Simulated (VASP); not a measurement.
Wanted: the native input for a VASP 6.6.1 run.

| Property | Result |
| --- | --- |
| Task | single point |
| Functional | LDA |
| Potentials or basis | VASP PAW LDA potentials, release 64 (Pb_d) |
| Cutoff | 520 eV |
| k mesh | 16 × 16 × 16 |
| Occupations | gaussian, width 0.15 eV |
| Spin | no spin polarisation |
| Dipole correction | no |
| Further INCAR settings | ALGO = Normal; EDIFF = 1e-06; NBANDS = 13 |

The structure of Pb lies in POSCAR:

```
Pb
1.0
    0.0000000000      2.3710080000      2.2722160000
    2.3710080000      0.0000000000      2.2722160000
    2.3710080000      2.3710080000      0.0000000000
Pb
1
Direct
    0.0000000000      0.0000000000      0.0000000000
```

This cell differs from its parent crystal: strain -0.040 along x and y, -0.080 along z.

The input as run:

INCAR

```
SYSTEM = Pb
PREC = Accurate
ENCUT = 520
EDIFF = 1E-6
ISMEAR = 0
SIGMA = 0.15
LREAL = .False.
LASPH = .True.
NELM = 80
ALGO = Normal
ISIF = 2
LWAVE = .False.
LCHARG = .True.
LELF = .True.
LVHAR = .True.
NBANDS = 13
```

KPOINTS

```
regular mesh
0
Gamma
  16 16 16
  0 0 0
```

Potentials or basis: VASP PAW LDA potentials, release 64 (Pb_d).

Command:

```console
$ cat potpaw_LDA.64/Pb_d/POTCAR > POTCAR
$ mpirun -np 1 vasp_std > vasp.out
```

It gave:

```json
{
 "Pressure": "9.3 GPa",
 "Band gap on the k mesh": "zero (band 7 reaches 17.80 eV, above the bottom of band 8 at 6.98 eV)"
}
```

Caveat: the cell differs from its parent crystal (strain -0.040 along x and y, -0.080 along z); spin-orbit coupling is left out, which moves the levels of the heavy elements.

Wall time 51 s on 1 thread of Intel Xeon 6975P-C, with other jobs on the host, peak memory 0.22 GiB.
